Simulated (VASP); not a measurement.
# La2O3 (P-3m1) in VASP: single point with PBE

Aim: the single point of La2O3 with PBE.

All numbers are computed with VASP 6.6.1; they aren't measurements. Logs are shortened: lines on timing, memory, paths and dates and some standing lists are left out, and cuts for length are marked.

## Step 1: The cell of the first run

Symmetry: P-3m1, No. 164, trigonal system. Conventional cell: a = 3.957 Å, b = 3.957 Å, c = 6.152 Å, α = 90.00°, β = 90.00°, γ = 120.00°. La (site symmetry 3m) has 7 O at 2.38 to 2.74 Å within 3.1 Å. O (site symmetry -3m) has 6 La at 2.74 Å and 6 O at 3.16 Å within 3.6 Å. Within 3.2 Å of O (site symmetry 3m) lie 4 La at 2.38 to 2.46 Å and 6 O at 2.91 to 3.16 Å.

## Step 2: Single point, PBE

INCAR reads:

```
SYSTEM = La2O3
PREC = Accurate
ENCUT = 520
EDIFF = 1E-7
ISMEAR = -1
SIGMA = 0.05
LREAL = .False.
LASPH = .True.
NELM = 80
ALGO = Normal
ISIF = 2
LWAVE = .False.
LCHARG = .True.
GGA = PE
LELF = .True.
LVHAR = .True.
NBANDS = 28
```

KPOINTS reads:

```
regular mesh
0
Gamma
  8 8 5
  0 0 0
```

POSCAR reads:

```
La2O3
1.0
    3.9568102782      0.0000000000      0.0000000000
   -1.9784051391      3.4266982189      0.0000000000
    0.0000000000      0.0000000000      6.1524312130
La O
2 3
Direct
    0.3333333333      0.6666666667      0.2462356800
    0.6666666667      0.3333333333      0.7537643200
    0.0000000000      0.0000000000      0.0000000000
    0.3333333333      0.6666666667      0.6458906500
    0.6666666667      0.3333333333      0.3541093500
```

Potentials or basis: VASP PAW PBE potentials, release 64 (La, O).

Command:

```
> cat potpaw_PBE.64/La/POTCAR potpaw_PBE.64/O/POTCAR > POTCAR
> mpirun -np 1 vasp_std > vasp.out
```

OUTCAR:

```text
SYSTEM = La2O3
   PREC = Accurate
   ENCUT = 520
   EDIFF = 1E-7
   ISMEAR = -1
   LREAL = .False.
   LASPH = .True.
   NELM = 80
   ISIF = 2
   GGA = PE

 ion  position               nearest neighbor table
   1  0.333  0.667  0.246-   5 2.38   5 2.38   5 2.38   4 2.46   3 2.74   3 2.74   3 2.74
   2  0.667  0.333  0.754-   4 2.38   4 2.38   4 2.38   5 2.46   3 2.74   3 2.74   3 2.74
   3  0.000  0.000  0.000-   1 2.74   2 2.74   2 2.74   1 2.74   2 2.74   1 2.74
   4  0.333  0.667  0.646-   2 2.38   2 2.38   2 2.38   1 2.46
   5  0.667  0.333  0.354-   1 2.38   1 2.38   1 2.38   2 2.46

  LATTYP: Found a hexagonal cell.
 ALAT       =     3.9568102782
 C/A-ratio  =     1.5548966921

  Lattice vectors:

 A1 = (   3.9568102782,   0.0000000000,   0.0000000000)
 A2 = (  -1.9784051391,   3.4266982189,   0.0000000000)
 A3 = (   0.0000000000,   0.0000000000,   6.1524312130)

Analysis of symmetry for initial positions (statically):
=====================================================================
 Subroutine PRICEL returns:
 Original cell was already a primitive cell.

 Routine SETGRP: Setting up the symmetry group for a
 hexagonal supercell.

 Subroutine GETGRP returns: Found 12 space group operations
 (whereof 12 operations were pure point group operations)
 out of a pool of 24 trial point group operations.

The static configuration has the point symmetry D_3d.

Analysis of symmetry for dynamics (positions and initial velocities):
=====================================================================
 Subroutine PRICEL returns:
 Original cell was already a primitive cell.

 Routine SETGRP: Setting up the symmetry group for a
 hexagonal supercell.

 Subroutine GETGRP returns: Found 12 space group operations
 (whereof 12 operations were pure point group operations)
 out of a pool of 24 trial point group operations.

The dynamic configuration has the point symmetry D_3d.

 Subroutine INISYM returns: Found 12 space group operations
 (whereof 12 operations are pure point group operations),
 and found     1 'primitive' translations

----------------------------------------------------------------------------------------

                                     Primitive cell

  volume of cell :      83.4196

  direct lattice vectors                    reciprocal lattice vectors
     3.956810278  0.000000000  0.000000000     0.252728822  0.145913053  0.000000000
    -1.978405139  3.426698219  0.000000000     0.000000000  0.291826107  0.000000000
     0.000000000  0.000000000  6.152431213     0.000000000  0.000000000  0.162537372

  length of vectors
     3.956810278  3.956810278  6.152431213     0.291826107  0.291826107  0.162537372

  position of ions in fractional coordinates (direct lattice)
     0.333333333  0.666666667  0.246235680
     0.666666667  0.333333333  0.753764320
     0.000000000  0.000000000  0.000000000
     0.333333333  0.666666667  0.645890650
     0.666666667  0.333333333  0.354109350

  ion indices of the primitive-cell ions
   primitive index   ion index
                 1           1
                 2           2
                 3           3
                 4           4
                 5           5

----------------------------------------------------------------------------------------

 KPOINTS: regular mesh

Automatic generation of k-mesh.
 Grid dimensions read from file:
 generate k-points for:    8    8    5

 Generating k-lattice:

  Cartesian coordinates                     Fractional coordinates (reciprocal lattice)
     0.031591103  0.018239132  0.000000000     0.125000000  0.000000000  0.000000000
     0.000000000  0.036478263  0.000000000     0.000000000  0.125000000  0.000000000
     0.000000000  0.000000000  0.032507474     0.000000000  0.000000000  0.200000000

  Length of vectors
     0.036478263  0.036478263  0.032507474

  Shift w.r.t. Gamma in fractional coordinates (k-lattice)
     0.000000000  0.000000000  0.000000000

 Subroutine IBZKPT returns following result:
 ===========================================

 Found     40 irreducible k-points:

 Following reciprocal coordinates:
            Coordinates               Weight
  0.000000  0.000000  0.000000      1.000000
  0.125000  0.000000  0.000000      6.000000
  0.250000  0.000000  0.000000      6.000000
  0.375000  0.000000  0.000000      6.000000
  0.500000  0.000000  0.000000      3.000000
  0.125000  0.125000  0.000000      6.000000
[... 16 lines left out ...]
 -0.125000  0.500000  0.200000     12.000000
  0.250000  0.250000  0.200000     12.000000
 [... further k-points ...]
   k-points           NKPTS =     40   k-points in BZ     NKDIM =     40   number of bands    NBANDS=     28
   number of dos      NEDOS =    301   number of ions     NIONS =      5
   total plane-waves  NPLWV =  43200
   dimension x,y,z NGX =    30 NGY =   30 NGZ =   48
   dimension x,y,z NGXF=    60 NGYF=   60 NGZF=   96
   ions per type =               2   3
   NGX,Y,Z   is equivalent  to a cutoff of  12.60, 12.60, 12.97 a.u.
   NGXF,Y,Z  is equivalent  to a cutoff of  25.21, 25.21, 25.94 a.u.
 SYSTEM =  La2O3
   PREC   = accura    normal or accurate (medium, high low for compatibility)
   ISTART =      0    job   : 0-new  1-cont  2-samecut
   ICHARG =      2    charge: 1-file 2-atom 10-const
   ISPIN  =      1    spin polarized calculation?
   LNONCOLLINEAR =      F non collinear calculations
   LSORBIT =      F    spin-orbit coupling
   LASPH  =      T    aspherical Exc in radial PAW
   ENCUT  =  520.0 eV  38.22 Ry    6.18 a.u.   7.36  7.36 11.44*2*pi/ulx,y,z
   NELM   =     80;   NELMIN=  2; NELMDL= -5     # of ELM steps
   EDIFF  = 0.1E-06   stopping-criterion for ELM
   LREAL  =      F    real-space projection
   EDIFFG = 0.1E-05   stopping-criterion for IOM
   NSW    =      0    number of steps for IOM
   IBRION =     -1    ionic relax: 0-MD 1-quasi-New 2-CG
   NFREE  =      0    steps in history (QN), initial steepest desc. (CG)
   ISIF   =      2    stress and relaxation
   ISYM   =      2    0-nonsym 1-usesym 2-fastsym
   POTIM  = 0.5000    time-step for ionic-motion
   TEBEG  =    0.0;   TEEND  =   0.0 temperature during run
   PSTRESS=    0.0 pullay stress
   NELECT =      40.0000    total number of electrons
   NUPDOWN=      -1.0000    fix difference up-down
   EMIN   =  10.00;   EMAX   =-10.00  energy-range for DOS
   EFERMI =   0.00;   METHOD = LEGACY
   ISMEAR =    -1;   SIGMA  =   0.05  broadening in eV -4-tet -1-fermi 0-gaus
   EFERMI_NEDOS =   21; number of points for ismear=-14 and -15
   IALGO  =     38    algorithm
   IMIX   =      4    mixing-type and parameters
     AMIX     =   0.40;   BMIX     =  1.00
     AMIX_MAG =   1.60;   BMIX_MAG =  1.00
  volume/ion in A,a.u.               =      16.68       112.59
  Fermi-wavevector in a.u.,A,eV,Ry     =   1.281363  2.421425 22.339288  1.641891
  Thomas-Fermi vector in A             =   2.413737
   LORBIT       =      0    0 simple, 1 ext, 2 COOP (PROOUT), +10 PAW based schemes
   GGA     = PE    functional components
   LHFCALC =     F    Hartree Fock is set to
   AEXX    =    0.0000 exact exchange contribution
   IVDW    =     0    specifies the selected vdW correction
   LEPSILON=     F    determine dielectric tensor
   LRPA    =     F    only Hartree local field effects (RPA)
 non-spin polarized calculation
  energy-cutoff  :      520.00
  volume of cell :       83.42
 maximum number of plane-waves:      2285
 NGX is ok and might be reduce to    30
   NGX = 15   NGY = 15   NGZ = 23

 number of electron      39.9999991 magnetization

 Free energy of the ion-electron system (eV)
  ---------------------------------------------------
  ext. energy  EPLUGINS =         0.00000000
  ---------------------------------------------------
  free energy    TOTEN  =       -41.82175654 eV

  energy without entropy =      -41.82175654  energy(sigma->0) =      -41.82175654

 E-fermi :   6.9490     XC(G=0): -10.3755

 val. band max:        5.7484747131   @ k =   0.5000   0.0000   0.4000
 cond. band min:       9.6147191920   @ k =   0.5000   0.0000   0.0000
 fundamental gap:      3.8662444790
 Fermi energy:         6.9490442608

 k-point     1 :       0.0000    0.0000    0.0000
  band No.  band energies     occupation
      1     -24.1019      2.00000
      2     -23.8799      2.00000
      3     -11.0746      2.00000
      4      -9.8461      2.00000
      5      -9.4203      2.00000
      6      -7.5731      2.00000
[... 20 lines left out ...]
     27      11.0541      0.00000
     28      11.2686      0.00000

 k-point     2 :       0.1250    0.0000    0.0000
  band No.  band energies     occupation
      1     -24.0776      2.00000
      2     -23.8701      2.00000
      3     -11.0748      2.00000
      4     -10.1233      2.00000
      5      -9.6184      2.00000
      6      -7.6307      2.00000
[... 20 lines left out ...]
     27      11.1440      0.00000
     28      11.2714      0.00000

 k-point     3 :       0.2500    0.0000    0.0000
  band No.  band energies     occupation
      1     -24.0153      2.00000
      2     -23.8489      2.00000
      3     -11.1535      2.00000
      4     -10.6690      2.00000
      5      -9.8009      2.00000
      6      -7.7560      2.00000
[... 20 lines left out ...]
     27      11.1547      0.00000
     28      11.1914      0.00000

 k-point     4 :       0.3750    0.0000    0.0000
  band No.  band energies     occupation
      1     -23.9440      2.00000
      2     -23.8353      2.00000
      3     -11.3167      2.00000
      4     -11.1336      2.00000
      5      -9.6782      2.00000
      6      -7.9173      2.00000
[... 578 lines left out ...]
     27      11.0712      0.00000
     28      11.0957      0.00000

 k-point    23 :      -0.1250    0.5000    0.2000
  band No.  band energies     occupation
      1     -23.9017      2.00000
      2     -23.8419      2.00000
      3     -11.4173      2.00000
      4     -11.2926      2.00000
      5      -9.6147      2.00000
      6      -8.0343      2.00000
[... 20 lines left out ...]
     27      11.0857      0.00000
     28      11.0986      0.00000

 k-point    24 :       0.2500    0.2500    0.2000
  band No.  band energies     occupation
      1     -23.9020      2.00000
      2     -23.8417      2.00000
      3     -11.3905      2.00000
      4     -11.2337      2.00000
      5      -9.8226      2.00000
      6      -7.9893      2.00000
[... 20 lines left out ...]
     27      11.0608      0.00000
     28      11.1192      0.00000

 [... further k-points ...]

------------------------ aborting loop because EDIFF is reached ----------------------------------------

  FORCE on cell =-STRESS in cart. coord.  units (eV):
  Direction    XX          YY          ZZ          XY          YZ          ZX
  --------------------------------------------------------------------------------------
  -------------------------------------------------------------------------------------
  Total       -0.6795479     -0.6795479     -0.1915382      0.0000000      0.0000000      0.0000000
  in kB      -13.0515723    -13.0515723     -3.6787319      0.0000000      0.0000000      0.0000000
  external PRESSURE =      -9.9272922 kB  Pullay stress =       0.0000000 kB

 VOLUME and BASIS-vectors are now :
 -----------------------------------------------------------------------------
  energy-cutoff  :      520.00
  volume of cell :       83.42
      direct lattice vectors                 reciprocal lattice vectors
     3.956810278  0.000000000  0.000000000     0.252728822  0.145913053  0.000000000
    -1.978405139  3.426698219  0.000000000     0.000000000  0.291826107  0.000000000
     0.000000000  0.000000000  6.152431213     0.000000000  0.000000000  0.162537372

 POSITION                                       TOTAL-FORCE (eV/Angst)
 -----------------------------------------------------------------------------------
     -0.00000      2.28447      1.51495         0.000000      0.000000      0.141980
      1.97841      1.14223      4.63748        -0.000000      0.000000     -0.141980
      0.00000      0.00000      0.00000         0.000000      0.000000      0.000000
     -0.00000      2.28447      3.97380        -0.000000      0.000000      0.033074
      1.97841      1.14223      2.17863         0.000000     -0.000000     -0.033074
 -----------------------------------------------------------------------------------
    total drift:                               -0.000000      0.000000      0.000000

  FREE ENERGIE OF THE ION-ELECTRON SYSTEM (eV)
  ---------------------------------------------------
  free  energy   TOTEN  =       -41.8217565410 eV

  energy  without entropy=      -41.8217565410  energy(sigma->0) =      -41.82175654
```

Run time: 3.9 min. Hardware: 1 thread of Intel Xeon 8259CL, shared host; peak memory 0.26 GiB.

What came out:

| Quantity | Value |
| --- | --- |
| Free energy | -41.8218 eV |
| Pressure | -1.0 GPa |
| Largest force | 0.142 eV/Å |
| Band gap on the k mesh | 3.87 eV (least direct gap 4.07 eV) |

Forces in eV/Å, atoms in the order of the input:
```
La   0.000  0.000  0.142
La   0.000  0.000 -0.142
O    0.000  0.000  0.000
O    0.000  0.000  0.033
O    0.000  0.000 -0.033
```

Levels at points of the mesh, in eV from the valence-band top:
| k point | band 17 | band 18 | band 19 | band 20 | band 21 | band 22 | band 23 | band 24 |
| --- | --- | --- | --- | --- | --- | --- | --- | --- |
| (0.00, 0.00, 0.00) | -1.57 | -0.32 | -0.32 | -0.05 | 4.30 | 4.58 | 4.58 | 5.09 |
| (0.50, 0.00, 0.00) | -0.67 | -0.60 | -0.39 | -0.24 | 3.87 | 4.69 | 5.11 | 5.14 |

Caveat: spin-orbit coupling is left out, which moves the levels of the heavy elements; an odd mesh through Γ misses points on the zone boundary, where band edges can lie.
